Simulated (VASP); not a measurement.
# BiSe2 (I-42d) in VASP: notebook

BiSe2 is run at these levels: PBEsol, r2SCAN+rVV10; tasks: single point.

Everything below comes from runs of VASP 6.6.1. Logs are shortened: lines on timing, memory, paths and dates and some standing lists are left out, and cuts for length are marked.

### Step 1. The cell of the first run

The structure is tetragonal, space group I-42d (No. 122). The conventional cell has a = 6.615 Å, b = 6.615 Å, c = 6.764 Å, α = 90.00°, β = 90.00°, γ = 90.00°. Within 3.9 Å of Bi (site symmetry -4) lie 8 Se at 2.93 to 3.20 Å and 4 Bi at 3.71 Å. Se (site symmetry 2) has 4 Bi at 2.93 to 3.20 Å and 8 Se at 3.24 to 3.91 Å within 4.0 Å.

### Step 2. Single point, PBEsol

INCAR reads:

```
SYSTEM = BiSe2
  ALGO = Normal
  EDIFF = 1E-7
  ENCUT = 520
  GGA = PS
  ISIF = 2
  ISMEAR = -1
  LASPH = .True.
  LCHARG = .False.
  LREAL = .False.
  LWAVE = .False.
  NBANDS = 36
  NELM = 60
  PREC = Accurate
  SIGMA = 0.03
```

KPOINTS reads:

```
k-points
0
Gamma
  6 6 6
  0 0 0
```

POSCAR reads:

```
BiSe2
1.0
   -3.3077041165      3.3077041165      3.3821372359
    3.3077041165     -3.3077041165      3.3821372359
    3.3077041165      3.3077041165     -3.3821372359
Bi Se
2 4
Direct
    0.0000000000      0.0000000000      0.0000000000
    0.7500000000      0.2500000000      0.5000000000
    0.3750000000      0.4668162503      0.5918162503
    1.2168162503      0.6250000000      1.0918162503
    0.5331837497      0.1250000000     -0.0918162503
    0.8750000000     -0.2168162503      0.4081837497
```

Potentials or basis: VASP PAW PBE potentials, release 64 (Bi_d, Se).

Launch:

```console
$ cat potpaw_PBE.64/Bi_d/POTCAR potpaw_PBE.64/Se/POTCAR > POTCAR
$ mpirun -np 1 vasp_std > vasp.out
```

OUTCAR:

```text
SYSTEM = BiSe2
   EDIFF = 1E-7
   ENCUT = 520
   GGA = PS
   ISIF = 2
   ISMEAR = -1
   LASPH = .True.
   LREAL = .False.
   NELM = 60
   PREC = Accurate

 ion  position               nearest neighbor table
   1  0.000  0.000  0.000-   3 2.93   4 2.93   5 2.93   6 2.93   5 3.20   6 3.20   4 3.20   3 3.20
                             2 3.71   2 3.71   2 3.71   2 3.71
   2  0.750  0.250  0.500-   4 2.93   3 2.93   6 2.93   5 2.93   5 3.20   3 3.20   6 3.20   4 3.20
                             1 3.71   1 3.71   1 3.71   1 3.71
   3  0.375  0.467  0.592-   2 2.93   1 2.93   1 3.20   2 3.20
   4  0.217  0.625  0.092-   1 2.93   2 2.93   2 3.20   1 3.20
   5  0.533  0.125  0.908-   2 2.93   1 2.93   2 3.20   1 3.20
   6  0.875  0.783  0.408-   1 2.93   2 2.93   1 3.20   2 3.20

  LATTYP: Found a body centered tetragonal cell.
 ALAT       =     6.6154082330
 C/A-ratio  =     1.0225029558

  Lattice vectors:

 A1 = (  -3.3077041165,   3.3077041165,   3.3821372359)
 A2 = (   3.3077041165,  -3.3077041165,   3.3821372359)
 A3 = (   3.3077041165,   3.3077041165,  -3.3821372359)

Analysis of symmetry for initial positions (statically):
=====================================================================
 Subroutine PRICEL returns:
 Original cell was already a primitive cell.

 Routine SETGRP: Setting up the symmetry group for a
 body centered tetragonal supercell.

 Subroutine GETGRP returns: Found  8 space group operations
 (whereof  4 operations were pure point group operations)
 out of a pool of 16 trial point group operations.

The static configuration has the point symmetry S_4 .
 The point group associated with its full space group is D_2d.

Analysis of symmetry for dynamics (positions and initial velocities):
=====================================================================
 Subroutine PRICEL returns:
 Original cell was already a primitive cell.

 Routine SETGRP: Setting up the symmetry group for a
 body centered tetragonal supercell.

 Subroutine GETGRP returns: Found  8 space group operations
 (whereof  4 operations were pure point group operations)
 out of a pool of 16 trial point group operations.

The dynamic configuration has the point symmetry S_4 .
 The point group associated with its full space group is D_2d.

 Subroutine INISYM returns: Found  8 space group operations
 (whereof  4 operations are pure point group operations),
 and found     1 'primitive' translations

----------------------------------------------------------------------------------------

                                     Primitive cell

  volume of cell :     148.0146

  direct lattice vectors                    reciprocal lattice vectors
    -3.307704117  3.307704117  3.382137236     0.000000000  0.151162251  0.147835515
     3.307704117 -3.307704117  3.382137236     0.151162251  0.000000000  0.147835515
     3.307704117  3.307704117 -3.382137236     0.151162251  0.151162251  0.000000000

  length of vectors
     5.772405506  5.772405506  5.772405506     0.211436434  0.211436434  0.213775706

  position of ions in fractional coordinates (direct lattice)
     0.000000000  0.000000000  0.000000000
     0.750000000  0.250000000  0.500000000
     0.375000000  0.466816250  0.591816250
     0.216816250  0.625000000  0.091816250
     0.533183750  0.125000000  0.908183750
     0.875000000  0.783183750  0.408183750

  ion indices of the primitive-cell ions
   primitive index   ion index
                 1           1
                 2           2
                 3           3
                 4           4
                 5           5
                 6           6

----------------------------------------------------------------------------------------

 KPOINTS: k-points

Automatic generation of k-mesh.
 Grid dimensions read from file:
 generate k-points for:    6    6    6

 Generating k-lattice:

  Cartesian coordinates                     Fractional coordinates (reciprocal lattice)
     0.000000000  0.025193709  0.024639252     0.166666667 -0.000000000  0.000000000
     0.025193709  0.000000000  0.024639252    -0.000000000  0.166666667  0.000000000
     0.025193709  0.025193709  0.000000000     0.000000000  0.000000000  0.166666667

  Length of vectors
     0.035239406  0.035239406  0.035629284

  Shift w.r.t. Gamma in fractional coordinates (k-lattice)
     0.000000000  0.000000000  0.000000000

 Subroutine IBZKPT returns following result:
 ===========================================

 Found     30 irreducible k-points:

 Following reciprocal coordinates:
            Coordinates               Weight
  0.000000  0.000000  0.000000      1.000000
  0.166667  0.000000  0.000000      8.000000
  0.333333  0.000000  0.000000      8.000000
  0.500000  0.000000  0.000000      4.000000
  0.166667  0.166667  0.000000      8.000000
  0.333333  0.166667 -0.000000     16.000000
[... 16 lines left out ...]
 -0.333333 -0.333333  0.166667      8.000000
 -0.166667 -0.333333  0.166667      8.000000
 [... further k-points ...]
   k-points           NKPTS =     30   k-points in BZ     NKDIM =     30   number of bands    NBANDS=     36
   number of dos      NEDOS =    301   number of ions     NIONS =      6
   total plane-waves  NPLWV = 110592
   dimension x,y,z NGX =    48 NGY =   48 NGZ =   48
   dimension x,y,z NGXF=    96 NGYF=   96 NGZF=   96
   ions per type =               2   4
   NGX,Y,Z   is equivalent  to a cutoff of  13.82, 13.82, 13.82 a.u.
   NGXF,Y,Z  is equivalent  to a cutoff of  27.65, 27.65, 27.65 a.u.
 SYSTEM =  BiSe2
   PREC   = accura    normal or accurate (medium, high low for compatibility)
   ISTART =      0    job   : 0-new  1-cont  2-samecut
   ICHARG =      2    charge: 1-file 2-atom 10-const
   ISPIN  =      1    spin polarized calculation?
   LNONCOLLINEAR =      F non collinear calculations
   LSORBIT =      F    spin-orbit coupling
   LASPH  =      T    aspherical Exc in radial PAW
   ENCUT  =  520.0 eV  38.22 Ry    6.18 a.u.  10.73 10.73 10.73*2*pi/ulx,y,z
   NELM   =     60;   NELMIN=  2; NELMDL= -5     # of ELM steps
   EDIFF  = 0.1E-06   stopping-criterion for ELM
   LREAL  =      F    real-space projection
   EDIFFG = 0.1E-05   stopping-criterion for IOM
   NSW    =      0    number of steps for IOM
   IBRION =     -1    ionic relax: 0-MD 1-quasi-New 2-CG
   NFREE  =      0    steps in history (QN), initial steepest desc. (CG)
   ISIF   =      2    stress and relaxation
   ISYM   =      2    0-nonsym 1-usesym 2-fastsym
   POTIM  = 0.5000    time-step for ionic-motion
   TEBEG  =    0.0;   TEEND  =   0.0 temperature during run
   PSTRESS=    0.0 pullay stress
   NELECT =      54.0000    total number of electrons
   NUPDOWN=      -1.0000    fix difference up-down
   EMIN   =  10.00;   EMAX   =-10.00  energy-range for DOS
   EFERMI =   0.00;   METHOD = LEGACY
   ISMEAR =    -1;   SIGMA  =   0.03  broadening in eV -4-tet -1-fermi 0-gaus
   EFERMI_NEDOS =   21; number of points for ismear=-14 and -15
   IALGO  =     38    algorithm
   IMIX   =      4    mixing-type and parameters
     AMIX     =   0.40;   BMIX     =  1.00
     AMIX_MAG =   1.60;   BMIX_MAG =  1.00
  volume/ion in A,a.u.               =      24.67       166.48
  Fermi-wavevector in a.u.,A,eV,Ry     =   1.169781  2.210566 18.618045  1.368388
  Thomas-Fermi vector in A             =   2.306249
   LORBIT       =      0    0 simple, 1 ext, 2 COOP (PROOUT), +10 PAW based schemes
   GGA     = PS    functional components
   LHFCALC =     F    Hartree Fock is set to
   AEXX    =    0.0000 exact exchange contribution
   IVDW    =     0    specifies the selected vdW correction
   LEPSILON=     F    determine dielectric tensor
   LRPA    =     F    only Hartree local field effects (RPA)
 non-spin polarized calculation
  energy-cutoff  :      520.00
  volume of cell :      148.01
 maximum number of plane-waves:      4013
 NGX is ok and might be reduce to    48
   NGX = 21   NGY = 21   NGZ = 21

 number of electron      54.0000006 magnetization

 Free energy of the ion-electron system (eV)
  ---------------------------------------------------
  ext. energy  EPLUGINS =         0.00000000
  ---------------------------------------------------
  free energy    TOTEN  =       -23.92407632 eV

  energy without entropy =      -23.91500130  energy(sigma->0) =      -23.91953881

 E-fermi :   5.9420     XC(G=0): -10.3630

 val. band max:        5.9385361914   @ k =  -0.3333   0.5000   0.1667
 cond. band min:       5.9454556514   @ k =   0.5000   0.5000   0.5000
 fundamental gap:      0.0069194600
 Fermi energy:         5.9419946709

 k-point     1 :       0.0000    0.0000    0.0000
  band No.  band energies     occupation
      1     -17.4031      2.00000
      2     -17.3981      2.00000
      3     -17.3981      2.00000
      4     -17.3973      2.00000
      5     -17.3847      2.00000
      6     -17.3811      2.00000
[... 28 lines left out ...]
     35      10.8511      0.00000
     36      13.7131      0.00000

 k-point     2 :       0.1667    0.0000    0.0000
  band No.  band energies     occupation
      1     -17.4042      2.00000
      2     -17.4030      2.00000
      3     -17.3959      2.00000
      4     -17.3914      2.00000
      5     -17.3870      2.00000
      6     -17.3820      2.00000
[... 28 lines left out ...]
     35      11.4058      0.00000
     36      13.1805      0.00000

 k-point     3 :       0.3333    0.0000    0.0000
  band No.  band energies     occupation
      1     -17.4060      2.00000
      2     -17.4040      2.00000
      3     -17.3975      2.00000
      4     -17.3888      2.00000
      5     -17.3849      2.00000
      6     -17.3815      2.00000
[... 28 lines left out ...]
     35      12.2528      0.00000
     36      12.6196      0.00000
[... 742 lines left out ...]
 k-point    23 :      -0.3333   -0.3333    0.1667
  band No.  band energies     occupation
      1     -17.4038      2.00000
      2     -17.4015      2.00000
      3     -17.3928      2.00000
      4     -17.3889      2.00000
      5     -17.3861      2.00000
      6     -17.3727      2.00000
[... 28 lines left out ...]
     35      12.0500      0.00000
     36      12.6756      0.00000

 k-point    24 :      -0.1667   -0.3333    0.1667
  band No.  band energies     occupation
      1     -17.4030      2.00000
      2     -17.3984      2.00000
      3     -17.3939      2.00000
      4     -17.3921      2.00000
      5     -17.3854      2.00000
      6     -17.3780      2.00000
[... 28 lines left out ...]
     35      12.1923      0.00000
     36      12.7410      0.00000

 [... further k-points ...]

------------------------ aborting loop because EDIFF is reached ----------------------------------------

  FORCE on cell =-STRESS in cart. coord.  units (eV):
  Direction    XX          YY          ZZ          XY          YZ          ZX
  --------------------------------------------------------------------------------------
  -------------------------------------------------------------------------------------
  Total        0.0603038      0.0603038      0.0200609      0.0000000     -0.0000000      0.0000000
  in kB        0.6527555      0.6527555      0.2171487      0.0000000     -0.0000000      0.0000000
  external PRESSURE =       0.5075532 kB  Pullay stress =       0.0000000 kB

 VOLUME and BASIS-vectors are now :
 -----------------------------------------------------------------------------
  energy-cutoff  :      520.00
  volume of cell :      148.01
      direct lattice vectors                 reciprocal lattice vectors
    -3.307704117  3.307704117  3.382137236     0.000000000  0.151162251  0.147835515
     3.307704117 -3.307704117  3.382137236     0.151162251  0.000000000  0.147835515
     3.307704117  3.307704117 -3.382137236     0.151162251  0.151162251  0.000000000

 POSITION                                       TOTAL-FORCE (eV/Angst)
 -----------------------------------------------------------------------------------
      0.00000      0.00000      0.00000         0.000000     -0.000000      0.000000
      0.00000      3.30770      1.69107         0.000000     -0.000000     -0.000000
      2.26125      1.65385      0.84553         0.008021     -0.000000      0.000000
      1.65385     -1.04645      2.53660         0.000000      0.008021      0.000000
      1.65385      4.35415     -0.84553         0.000000     -0.008021     -0.000000
      1.04645      1.65385      4.22767        -0.008021      0.000000     -0.000000
 -----------------------------------------------------------------------------------
    total drift:                                0.000000      0.000000      0.000001

  FREE ENERGIE OF THE ION-ELECTRON SYSTEM (eV)
  ---------------------------------------------------
  free  energy   TOTEN  =       -23.9240763172 eV

  energy  without entropy=      -23.9150013018  energy(sigma->0) =      -23.91953881
```

It took 3.3 min on 1 thread of Intel Xeon Platinum 8559C (Emerald Rapids), shared host; peak memory 0.37 GiB.

Results:

```yaml
Free_energy: -23.9241 eV
Pressure: 0.1 GPa
Largest_force: 0.008 eV/Å
Band_gap_on_the_k_mesh: zero (bands 27 and 28 overlap by 0.52 eV)
```

Forces in eV/Å, atoms in the order of the input:
```
Bi   0.000  0.000  0.000
Bi   0.000  0.000  0.000
Se   0.008  0.000  0.000
Se   0.000  0.008  0.000
Se   0.000 -0.008  0.000
Se  -0.008  0.000  0.000
```

Levels at points of the mesh, in eV from the Fermi level:
| k point | band 25 | band 26 | band 27 | band 28 | band 29 | band 30 |
| --- | --- | --- | --- | --- | --- | --- |
| (0.00, 0.00, 0.00) | -1.03 | -0.74 | -0.74 | 0.78 | 1.36 | 3.51 |
| (0.50, 0.00, 0.00) | -1.42 | -0.91 | -0.74 | 0.16 | 0.89 | 1.11 |
| (0.50, 0.50, 0.00) | -1.58 | -1.58 | -0.18 | -0.18 | 1.05 | 1.05 |
| (0.50, 0.50, 0.50) | -0.10 | -0.10 | 0.00 | 0.00 | 1.35 | 1.35 |

Caveat: the PAW data sets were made with another functional, which shifts forces and pressure a little; spin-orbit coupling is left out, which moves the levels of the heavy elements.

(Part 1 of 2 ends here.)

The gap in the log of VASP goes by the Fermi energy; the results here count the filled bands.